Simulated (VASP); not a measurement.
Nb: single point with PBE+D3(BJ)

Crystal: Nb.

```
CELL_PARAMETERS angstrom
0.00000 2.07182 2.07182
2.07182 0.00000 2.07182
2.07182 2.07182 0.00000
ATOMIC_POSITIONS crystal
Nb 0.00000 0.00000 0.00000
```

This cell differs from its parent crystal: volume scaled by 0.94.

| Quantity | Value |
| --- | --- |
| Program | VASP 6.6.1 |
| Task | single point |
| Functional | PBE |
| Dispersion | D3(BJ) |
| Potentials or basis | VASP PAW PBE potentials, release 64 (Nb_sv) |
| Cutoff | 520 eV |
| k mesh | 8 × 8 × 8 |
| Occupations | methfessel-paxton, width 0.01 eV |
| Spin | non-collinear spin, zero start, spin-orbit coupling |
| Starting moments | [[0.0, 0.0, 0.0]] μB |

```yaml
Pressure: 1.2 GPa
Net_moment: 0.00 μB per cell
Valence_electrons_inside_the_program's_atomic_spheres: Nb 10.73
Dispersion_energy_per_atom: -0.746 eV
```

Moments on the atoms (μB; x, y, z):
```
Nb  0.00 0.00 0.00
```

Run time: 29 s on 1 thread of Intel(R) Xeon(R) Platinum 8259CL CPU @ 2.50GHz (Skylake/Cascade Lake), with other jobs on the host, peak memory 0.21 GiB.
